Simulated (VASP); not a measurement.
Runs of VASP 6.6.1 on Bi. The structure is that of space group Im-3m (No. 229), or close to it. The cells are those of the table. This isn't the form of Bi at room conditions, which is rhombohedral.

```tsv
cell	gap on the mesh (eV)	pressure (GPa)
a = 3.452 Å, angles 109.5°, 1 atom	none	-0.1
a = 3.541 Å, angles 109.5°, 1 atom	none	(a)
a = 3.585 Å, angles 109.5°, 1 atom	none	-4.6
a = 3.308 Å, angles 109.5°, 1 atom	none	8.7
```

Alike in all rows: task single point; level PBE; potentials or basis VASP PAW PBE potentials, release 64 (Bi_d); no spin polarisation; k mesh 18 × 18 × 18; cutoff (eV) 520; smearing fermi-dirac 0.1 eV.

**Question.** Fill in the values left out.

**Answer.** (a) -3.4.

Caveats: spin-orbit coupling is left out, which moves the levels of the heavy elements; the cell stands under tension (at least some runs); the cell stands under pressure (at least some runs).

A k mesh can miss the band edges, and the runs leave out spin-orbit coupling on Bi.

A gap of «none» marks levels without a gap at the run's occupations.
